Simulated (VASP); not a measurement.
# Ba (Fm-3m) in VASP: further runs

Runs on Ba. Level: revPBE. Tasks: single point, relaxation of cell and atoms.

All numbers are computed with VASP 6.6.1; they aren't measurements. Logs are shortened: lines on timing, memory, paths and dates and some standing lists are left out, and cuts for length are marked.

## 1. The cell of the first run

The structure is cubic, space group Fm-3m (No. 225). Conventional cell: a = 6.480 Å, b = 6.480 Å, c = 6.480 Å, α = 90.00°, β = 90.00°, γ = 90.00°.

## 2. Single point, revPBE

Contents of INCAR:

```
SYSTEM = Ba
  PREC = Accurate
  ENCUT = 520
  EDIFF = 1E-7
  ISMEAR = -1
  SIGMA = 0.1
  LREAL = .False.
  LASPH = .True.
  NELM = 80
  ALGO = Normal
  ISIF = 2
  LWAVE = .False.
  LCHARG = .False.
  GGA = RE
  NBANDS = 11
```

Contents of KPOINTS:

```
regular mesh
0
Gamma
  9 9 9
  0 0 0
```

Contents of POSCAR:

```
Ba
1.0
    0.0000000000      3.2397655385      3.2397655385
    3.2397655385      0.0000000000      3.2397655385
    3.2397655385      3.2397655385      0.0000000000
Ba
1
Direct
    0.0000000000      0.0000000000      0.0000000000
```

Potentials or basis: VASP PAW PBE potentials, release 64 (Ba_sv).

On the command line:

```bash
cat potpaw_PBE.64/Ba_sv/POTCAR > POTCAR
mpirun -np 1 vasp_std > vasp.out
```

OUTCAR:

```text
SYSTEM = Ba
   PREC = Accurate
   ENCUT = 520
   EDIFF = 1E-7
   ISMEAR = -1
   LREAL = .False.
   LASPH = .True.
   NELM = 80
   ISIF = 2
   GGA = RE

 ion  position               nearest neighbor table
   1  0.000  0.000  0.000-

  LATTYP: Found a face centered cubic cell.
 ALAT       =     6.4795310770

  Lattice vectors:

 A1 = (   0.0000000000,   3.2397655385,   3.2397655385)
 A2 = (   3.2397655385,   0.0000000000,   3.2397655385)
 A3 = (   3.2397655385,   3.2397655385,   0.0000000000)

Analysis of symmetry for initial positions (statically):
=====================================================================
 Subroutine PRICEL returns:
 Original cell was already a primitive cell.

 Routine SETGRP: Setting up the symmetry group for a
 face centered cubic supercell.

 Subroutine GETGRP returns: Found 48 space group operations
 (whereof 48 operations were pure point group operations)
 out of a pool of 48 trial point group operations.

The static configuration has the point symmetry O_h .

Analysis of symmetry for dynamics (positions and initial velocities):
=====================================================================
 Subroutine PRICEL returns:
 Original cell was already a primitive cell.

 Routine SETGRP: Setting up the symmetry group for a
 face centered cubic supercell.

 Subroutine GETGRP returns: Found 48 space group operations
 (whereof 48 operations were pure point group operations)
 out of a pool of 48 trial point group operations.

The dynamic configuration has the point symmetry O_h .

 Subroutine INISYM returns: Found 48 space group operations
 (whereof 48 operations are pure point group operations),
 and found     1 'primitive' translations

----------------------------------------------------------------------------------------

                                     Primitive cell

  volume of cell :      68.0097

  direct lattice vectors                    reciprocal lattice vectors
     0.000000000  3.239765538  3.239765538    -0.154332156  0.154332156  0.154332156
     3.239765538  0.000000000  3.239765538     0.154332156 -0.154332156  0.154332156
     3.239765538  3.239765538  0.000000000     0.154332156  0.154332156 -0.154332156

  length of vectors
     4.581720363  4.581720363  4.581720363     0.267311135  0.267311135  0.267311135

  position of ions in fractional coordinates (direct lattice)
     0.000000000  0.000000000  0.000000000

  ion indices of the primitive-cell ions
   primitive index   ion index
                 1           1

----------------------------------------------------------------------------------------
[... 75 lines left out ...]
   NFREE  =      0    steps in history (QN), initial steepest desc. (CG)
   ISIF   =      2    stress and relaxation
   ISYM   =      2    0-nonsym 1-usesym 2-fastsym
   POTIM  = 0.5000    time-step for ionic-motion
   TEBEG  =    0.0;   TEEND  =   0.0 temperature during run
   PSTRESS=    0.0 pullay stress
   NELECT =      10.0000    total number of electrons
   NUPDOWN=      -1.0000    fix difference up-down
   EMIN   =  10.00;   EMAX   =-10.00  energy-range for DOS
   EFERMI =   0.00;   METHOD = LEGACY
   ISMEAR =    -1;   SIGMA  =   0.10  broadening in eV -4-tet -1-fermi 0-gaus
   EFERMI_NEDOS =   21; number of points for ismear=-14 and -15
   IALGO  =     38    algorithm
   IMIX   =      4    mixing-type and parameters
     AMIX     =   0.40;   BMIX     =  1.00
     AMIX_MAG =   1.60;   BMIX_MAG =  1.00
  volume/ion in A,a.u.               =      68.01       458.95
  Fermi-wavevector in a.u.,A,eV,Ry     =   0.864075  1.632864 10.158449  0.746625
  Thomas-Fermi vector in A             =   1.982118
   LORBIT       =      0    0 simple, 1 ext, 2 COOP (PROOUT), +10 PAW based schemes
   GGA     = RE    functional components
   LHFCALC =     F    Hartree Fock is set to
   AEXX    =    0.0000 exact exchange contribution
   IVDW    =     0    specifies the selected vdW correction
   LEPSILON=     F    determine dielectric tensor
   LRPA    =     F    only Hartree local field effects (RPA)
 non-spin polarized calculation
  energy-cutoff  :      520.00
  volume of cell :       68.01
 maximum number of plane-waves:      1853
 NGX is ok and might be reduce to    36
   NGX = 17   NGY = 17   NGZ = 17

 number of electron      10.0000000 magnetization

 number of electron       9.9999999 magnetization

 Free energy of the ion-electron system (eV)
  ---------------------------------------------------
  ext. energy  EPLUGINS =         0.00000000
  ---------------------------------------------------
  free energy    TOTEN  =        -1.72814729 eV

  energy without entropy =       -1.66957174  energy(sigma->0) =       -1.69885952

 E-fermi :   1.5349     XC(G=0):  -7.0856

 val. band max:        1.4983332346   @ k =  -0.4444   0.4444   0.0000
 cond. band min:       1.5689376602   @ k =  -0.3333   0.3333   0.0000
 fundamental gap:      0.0706044256
 Fermi energy:         1.5348572563

 k-point     1 :       0.0000    0.0000    0.0000
  band No.  band energies     occupation
      1     -27.5414      2.00000
      2     -12.5424      2.00000
      3     -12.5424      2.00000
      4     -12.5424      2.00000
      5      -1.2168      2.00000
      6       3.2334      0.00000
      7       3.2334      0.00000
      8       3.2334      0.00000
      9       4.6612      0.00000
     10       4.6612      0.00000
     11       7.3216      0.00000
[... 309 lines left out ...]
 k-point    24 :       0.4444    0.4444    0.0000
  band No.  band energies     occupation
      1     -27.5052      2.00000
      2     -12.8637      2.00000
      3     -12.6657      2.00000
      4     -12.6657      2.00000
      5       0.7774      1.99897
      6       1.4590      1.36202
      7       3.1696      0.00000
      8       5.6762      0.00000
      9       5.6762      0.00000
     10       5.7073      0.00000
     11       7.2509      0.00000

 [... further k-points ...]
[... 5 lines left out ...]
  --------------------------------------------------------------------------------------
  -------------------------------------------------------------------------------------
  Total        0.0276157      0.0276157      0.0276157      0.0000000     -0.0000000      0.0000000
  in kB        0.6505722      0.6505722      0.6505722      0.0000000     -0.0000000      0.0000000
  external PRESSURE =       0.6505722 kB  Pullay stress =       0.0000000 kB

 VOLUME and BASIS-vectors are now :
 -----------------------------------------------------------------------------
  energy-cutoff  :      520.00
  volume of cell :       68.01
      direct lattice vectors                 reciprocal lattice vectors
     0.000000000  3.239765538  3.239765538    -0.154332156  0.154332156  0.154332156
     3.239765538  0.000000000  3.239765538     0.154332156 -0.154332156  0.154332156
     3.239765538  3.239765538  0.000000000     0.154332156  0.154332156 -0.154332156

 POSITION                                       TOTAL-FORCE (eV/Angst)
 -----------------------------------------------------------------------------------
      0.00000      0.00000      0.00000         0.000000     -0.000000     -0.000000
 -----------------------------------------------------------------------------------
    total drift:                               -0.000000      0.000000      0.000000

  FREE ENERGIE OF THE ION-ELECTRON SYSTEM (eV)
  ---------------------------------------------------
  free  energy   TOTEN  =        -1.7281472876 eV

  energy  without entropy=       -1.6695717439  energy(sigma->0) =       -1.69885952
```

OSZICAR:

```text
N       E                     dE             d eps       ncg     rms          rms(c)
DAV:   1     0.542144223622E+02    0.54214E+02   -0.41693E+03   770   0.739E+02
DAV:   2     0.114454492277E+01   -0.53070E+02   -0.51371E+02   917   0.136E+02
DAV:   3    -0.162703530257E+01   -0.27716E+01   -0.27511E+01   953   0.317E+01
DAV:   4    -0.172343260393E+01   -0.96397E-01   -0.96224E-01  1025   0.559E+00
DAV:   5    -0.172644887050E+01   -0.30163E-02   -0.30160E-02   999   0.833E-01    0.152E+00
DAV:   6    -0.172698736340E+01   -0.53849E-03   -0.39812E-03   932   0.586E-01    0.907E-01
DAV:   7    -0.172803144227E+01   -0.10441E-02   -0.72344E-03   848   0.975E-01    0.486E-02
DAV:   8    -0.172814166818E+01   -0.11023E-03   -0.31271E-04  1010   0.154E-01    0.329E-02
DAV:   9    -0.172814642357E+01   -0.47554E-05   -0.11319E-05   969   0.271E-02    0.643E-03
DAV:  10    -0.172814722250E+01   -0.79893E-06   -0.60720E-06   939   0.189E-02    0.156E-03
DAV:  11    -0.172814728762E+01   -0.65117E-07   -0.39257E-07  1028   0.316E-03
   1 F= -.17281473E+01 E0= -.16988595E+01  d E =-.585755E-01
```

It took 9.2 s on 1 thread of Intel Xeon 6975P-C (Granite Rapids), shared host; peak memory 0.2 GiB.

What came out:

```
Free energy            : -1.7281 eV
Pressure               : 0.1 GPa
Band gap on the k mesh : zero (band 5 reaches 1.62 eV, above the bottom of band 6 at 1.46 eV)
```

Levels at points of the mesh, in eV from the Fermi level:
| k point | band 1 | band 2 | band 3 | band 4 | band 5 | band 6 | band 7 | band 8 | band 9 | band 10 |
| --- | --- | --- | --- | --- | --- | --- | --- | --- | --- | --- |
| (0.00, 0.00, 0.00) | -29.08 | -14.08 | -14.08 | -14.08 | -2.75 | 1.70 | 1.70 | 1.70 | 3.13 | 3.13 |

Caveat: the PAW data sets were made with another functional, which shifts forces and pressure a little; spin-orbit coupling is left out, which moves the levels of the heavy elements.

## 3. Single point, revPBE (volume scaled by 0.88)

Contents of INCAR:

```
PREC = Accurate ; ENCUT = 520
EDIFF = 1E-6 ; ISMEAR = -1
SIGMA = 0.1 ; LREAL = F
LASPH = T ; NELM = 80
ALGO = Normal ; ISIF = 2
LWAVE = F ; LCHARG = F
GGA = RE ; NBANDS = 11
```

Contents of KPOINTS:

```
Automatic mesh
0
Gamma
  14 14 14
```

Contents of POSCAR:

```
Ba
1.0
    0.0000000000      3.1046153866      3.1046153866
    3.1046153866      0.0000000000      3.1046153866
    3.1046153866      3.1046153866      0.0000000000
Ba
1
Direct
    0.0000000000      0.0000000000      0.0000000000
```

Potentials or basis: VASP PAW PBE potentials, release 64 (Ba_sv).

On the command line:

```bash
cat potpaw_PBE.64/Ba_sv/POTCAR > POTCAR
mpirun -np 1 vasp_std > vasp.out
```

OUTCAR:

```text
PREC = Accurate
   ENCUT = 520
   EDIFF = 1E-6
   ISMEAR = -1
   LREAL = F
   LASPH = T
   NELM = 80
   ISIF = 2
   GGA = RE

 ion  position               nearest neighbor table
   1  0.000  0.000  0.000-

  LATTYP: Found a face centered cubic cell.
 ALAT       =     6.2092307732

  Lattice vectors:

 A1 = (   0.0000000000,   3.1046153866,   3.1046153866)
 A2 = (   3.1046153866,   0.0000000000,   3.1046153866)
 A3 = (   3.1046153866,   3.1046153866,   0.0000000000)

Analysis of symmetry for initial positions (statically):
=====================================================================
 Subroutine PRICEL returns:
 Original cell was already a primitive cell.

 Routine SETGRP: Setting up the symmetry group for a
 face centered cubic supercell.

 Subroutine GETGRP returns: Found 48 space group operations
 (whereof 48 operations were pure point group operations)
 out of a pool of 48 trial point group operations.

The static configuration has the point symmetry O_h .

Analysis of symmetry for dynamics (positions and initial velocities):
=====================================================================
 Subroutine PRICEL returns:
[... 165 lines left out ...]
      2     -11.8314      2.00000
      3     -11.8314      2.00000
      4     -11.8314      2.00000
      5      -0.8627      2.00000
      6       3.7819      0.00000
      7       3.7819      0.00000
      8       3.7819      0.00000
      9       5.4393      0.00000
     10       5.4393      0.00000
     11       8.0407      0.00000
[... 309 lines left out ...]
 k-point    24 :       0.2857    0.1429    0.0000
  band No.  band energies     occupation
      1     -26.8673      2.00000
      2     -12.1065      2.00000
      3     -11.9041      2.00000
      4     -11.8988      2.00000
      5       0.3436      2.00000
      6       2.7352      0.00072
      7       3.7255      0.00000
      8       4.2779      0.00000
      9       4.8971      0.00000
     10       5.9280      0.00000
     11       9.1232      0.00000

 [... further k-points ...]

------------------------ aborting loop because EDIFF is reached ----------------------------------------

  FORCE on cell =-STRESS in cart. coord.  units (eV):
  Direction    XX          YY          ZZ          XY          YZ          ZX
  --------------------------------------------------------------------------------------
  -------------------------------------------------------------------------------------
  Total        0.4686650      0.4686650      0.4686650      0.0000000     -0.0000000      0.0000000
  in kB       12.5464152     12.5464152     12.5464152      0.0000000     -0.0000000      0.0000000
  external PRESSURE =      12.5464152 kB  Pullay stress =       0.0000000 kB

 VOLUME and BASIS-vectors are now :
 -----------------------------------------------------------------------------
  energy-cutoff  :      520.00
  volume of cell :       59.85
      direct lattice vectors                 reciprocal lattice vectors
     0.000000000  3.104615387  3.104615387    -0.161050545  0.161050545  0.161050545
     3.104615387  0.000000000  3.104615387     0.161050545 -0.161050545  0.161050545
     3.104615387  3.104615387  0.000000000     0.161050545  0.161050545 -0.161050545

 POSITION                                       TOTAL-FORCE (eV/Angst)
 -----------------------------------------------------------------------------------
      0.00000      0.00000      0.00000         0.000000     -0.000000      0.000000
 -----------------------------------------------------------------------------------
    total drift:                               -0.000000      0.000000      0.000000

  FREE ENERGIE OF THE ION-ELECTRON SYSTEM (eV)
  ---------------------------------------------------
  free  energy   TOTEN  =        -1.6965076080 eV

  energy  without entropy=       -1.6411693580  energy(sigma->0) =       -1.66883848
```

stdout:

```text
POSCAR found type information on POSCAR Ba
 POSCAR found :  1 types and       1 ions
 scaLAPACK will be used
 -----------------------------------------------------------------------------
|                                                                             |
|                                                                             |
|     You enforced a specific xc type in the INCAR file but a different       |
|     I HOPE YOU KNOW WHAT YOU ARE DOING!                                     |
|                                                                             |
 -----------------------------------------------------------------------------

 LDA part: xc-table for (Slater+PW92), standard interpolation
 POSCAR, INCAR and KPOINTS ok, starting setup
 FFT: planning ... GRIDC
 FFT: planning ... GRID_SOFT
 FFT: planning ... GRID
 WAVECAR not read
 entering main loop
```

Wall time 20 s (1 thread of Intel Xeon 6975P-C (Granite Rapids), shared host); peak memory 0.24 GiB.

Results:

```yaml
Free_energy: -1.6965 eV
Pressure: 1.3 GPa
Band_gap_on_the_k_mesh: zero (band 5 reaches 2.09 eV, above the bottom of band 6 at 1.73 eV)
```

Levels at points of the mesh, in eV from the Fermi level:
```
           k point  band 3  band 4  band 5  band 6  band 7  band 8
(0.00, 0.00, 0.00)  -13.77  -13.77   -2.81    1.84    1.84    1.84
(0.50, 0.00, 0.00)  -13.84  -13.84   -0.97    1.18    1.68    1.68
(0.50, 0.50, 0.00)  -13.97  -13.97   -0.89   -0.22    2.26    4.78
```

Caveat: the cell differs from its parent crystal (volume scaled by 0.88); the PAW data sets were made with another functional, which shifts forces and pressure a little; spin-orbit coupling is left out, which moves the levels of the heavy elements.

## 4. Relaxation of cell and atoms, revPBE

This run uses another cell than the first one, of 62.50 Å³/atom, 0.919 times its volume.

Contents of INCAR:

```
PREC = Accurate ; ENCUT = 600
EDIFF = 1E-6 ; ISMEAR = -1
SIGMA = 0.1 ; LREAL = False
LASPH = True ; NELM = 100
ALGO = Normal ; ISIF = 3
LWAVE = False ; LCHARG = False
GGA = RE ; IBRION = 2
NSW = 80 ; EDIFFG = -0.01
```

Contents of KPOINTS:

```
Automatic mesh
0
Gamma
  9 9 9
```

Contents of POSCAR:

```
Ba
1.0
    0.0000000000      3.1498026247      3.1498026247
    3.1498026247      0.0000000000      3.1498026247
    3.1498026247      3.1498026247      0.0000000000
Ba
1
Direct
    0.0000000000      0.0000000000      0.0000000000
```

On the command line:

```bash
cat potpaw_PBE.64/Ba_sv/POTCAR > POTCAR
mpirun -np 1 vasp_std > vasp.out
```

Wall time 26 s (1 thread of Intel Xeon 6975P-C (Granite Rapids), shared host); peak memory 0.21 GiB.

The run converged. Its results:

| Item | Value |
| --- | --- |
| Free energy | -1.7283 eV |
| Relaxed volume | 68.62 Å³/atom |
| Relaxed cell | a = 4.595 Å, b = 4.595 Å, c = 4.595 Å, α = 60.00°, β = 60.00°, γ = 60.00° |
| Space group after relaxing (to 0.05 Å) | Fm-3m (No. 225) |
| Energy gained by relaxing | 14.4 meV/atom |
| Ionic steps | 4 |
| Pressure after relaxing | 0.0 GPa |
| Band gap on the k mesh | zero (band 5 reaches 1.59 eV, above the bottom of band 6 at 1.44 eV) |

The path:
```
step  energy change (eV)  largest force (eV/Å)  pressure (GPa)  volume (Å³)
   1              0.0000                0.0000            0.81        62.50
   2             -0.0107                0.0000            0.39        65.40
   3             -0.0140                0.0000           -0.12        69.68
   4             -0.0144                0.0000           -0.01        68.62
```

Final structure:
```xyz
1
Lattice="0.0000 3.2494 3.2494 3.2494 0.0000 3.2494 3.2494 3.2494 0.0000" Properties=species:S:1:pos:R:3 pbc="T T T"
Ba    0.0000    0.0000    0.0000
```

Levels at points of the mesh, in eV from the Fermi level:
| k point | band 1 | band 2 | band 3 | band 4 | band 5 | band 6 | band 7 | band 8 | band 9 |
| --- | --- | --- | --- | --- | --- | --- | --- | --- | --- |
| (0.00, 0.00, 0.00) | -29.09 | -14.10 | -14.10 | -14.10 | -2.75 | 1.69 | 1.69 | 1.69 | 3.10 |

Caveat: the PAW data sets were made with another functional, which shifts forces and pressure a little; spin-orbit coupling is left out, which moves the levels of the heavy elements.

## 5. Summary

```csv
task,cell,k mesh,cutoff (eV),gap on the mesh (eV),pressure (GPa)
single point,"a = 4.582 Å, angles 60.0°, 1 atom",9 × 9 × 9,520,none,0.1
single point,"a = 4.391 Å, angles 60.0°, 1 atom",14 × 14 × 14,520,none,1.3
relaxation of cell and atoms,"relaxed from a = 4.454 Å, angles 60.0°, 1 atom",9 × 9 × 9,600,none,0.0
```

Alike in all rows: level revPBE; potentials or basis VASP PAW PBE potentials, release 64 (Ba_sv); no spin polarisation; smearing fermi-dirac 0.1 eV.

Caveats: the PAW data sets were made with another functional, which shifts forces and pressure a little; spin-orbit coupling is left out, which moves the levels of the heavy elements.

Total energies depend on the potentials used, so only differences within one code and one set of settings carry meaning.
